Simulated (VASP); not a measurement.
Write the native input for VASP 6.6.1 that does the following.

```yaml
Task: single point
Functional: PBE
Potentials_or_basis: VASP PAW PBE potentials, release 64 (Ga_d, N)
Cutoff: 520 eV
k_mesh: 2 × 2 × 2, shifted
Occupations: gaussian, width 0.01 eV
Spin: no spin polarisation
Dipole_correction: no
Further_INCAR_settings: LREAL = Auto; ALGO = Normal; EDIFF = 1e-06; NBANDS = 246
```

The structure of GaN lies in POSCAR:

```
GaN
1.0
    3.2184289061     -5.5744823859     -5.2430304973
   -6.4368578122      0.0000000000     -5.2430304973
    3.2184289061      5.5744823859     -5.2430304973
Ga N
24 24
Direct
    0.3336227706      0.5002894373      0.1669561039
    0.0002894373      0.1669561039      0.8336227706
    0.6669561039      0.3336227706      0.0002894373
    0.1669561039      0.8336227706      0.0002894373
    0.1669561039      0.3336227706      0.5002894373
    0.8336227706      0.0002894373      0.1669561039
    0.5002894373      0.6669561039      0.8336227706
    0.8336227706      0.5002894373      0.6669561039
    0.5002894373      0.1669561039      0.3336227706
    0.3336227706      0.0002894373      0.6669561039
    0.0002894373      0.6669561039      0.3336227706
    0.6669561039      0.8336227706      0.5002894373
    0.6669561039      0.5002894373      0.3336227706
    0.3336227706      0.1669561039      0.0002894373
    0.0002894373      0.3336227706      0.1669561039
    0.5002894373      0.8336227706      0.1669561039
    0.5002894373      0.3336227706      0.6669561039
    0.1669561039      0.0002894373      0.3336227706
    0.8336227706      0.6669561039      0.0002894373
    0.1669561039      0.5002894373      0.8336227706
    0.8336227706      0.1669561039      0.5002894373
    0.6669561039      0.0002894373      0.8336227706
    0.3336227706      0.6669561039      0.5002894373
    0.0002894373      0.8336227706      0.6669561039
    0.5413772294      0.7080438961      0.3747105627
    0.2080438961      0.3747105627      0.0413772294
    0.8747105627      0.5413772294      0.2080438961
    0.3747105627      0.0413772294      0.2080438961
    0.3747105627      0.5413772294      0.7080438961
    0.0413772294      0.2080438961      0.3747105627
    0.7080438961      0.8747105627      0.0413772294
    0.0413772294      0.7080438961      0.8747105627
    0.7080438961      0.3747105627      0.5413772294
    0.5413772294      0.2080438961      0.8747105627
    0.2080438961      0.8747105627      0.5413772294
    0.8747105627      0.0413772294      0.7080438961
    0.5413772294      0.3747105627      0.2080438961
    0.2080438961      0.0413772294      0.8747105627
    0.8747105627      0.2080438961      0.0413772294
    0.3747105627      0.7080438961      0.0413772294
    0.3747105627      0.2080438961      0.5413772294
    0.0413772294      0.8747105627      0.2080438961
    0.7080438961      0.5413772294      0.8747105627
    0.0413772294      0.3747105627      0.7080438961
    0.7080438961      0.0413772294      0.3747105627
    0.5413772294      0.8747105627      0.7080438961
    0.2080438961      0.5413772294      0.3747105627
    0.8747105627      0.7080438961      0.5413772294
```

These files were run (other wordings do the same):

INCAR

```
  PREC = Accurate
  ENCUT = 520
  EDIFF = 1E-6
  ISMEAR = 0
  SIGMA = 0.01
  LREAL = Auto
  LASPH = True
  NELM = 100
  ALGO = Normal
  ISIF = 2
  LWAVE = False
  LCHARG = False
  GGA = PE
  NBANDS = 246
```

KPOINTS

```
Automatic mesh
0
Gamma
  2 2 2
  0.5 0.5 0.5
```

Potentials or basis: VASP PAW PBE potentials, release 64 (Ga_d, N).

Launch:

```bash
$ cat potpaw_PBE.64/Ga_d/POTCAR potpaw_PBE.64/N/POTCAR > POTCAR
$ mpirun -np 1 vasp_std > vasp.out
```

It gave:

* Pressure: 0.1 GPa
* Band gap on the k mesh: 3.09 eV

Caveat: a shifted mesh leaves out Γ, where band edges can lie.

Run time: 18 min on 1 thread of Oxide Virtual Turin-like Processor, with other jobs on the host, peak memory 0.62 GiB.
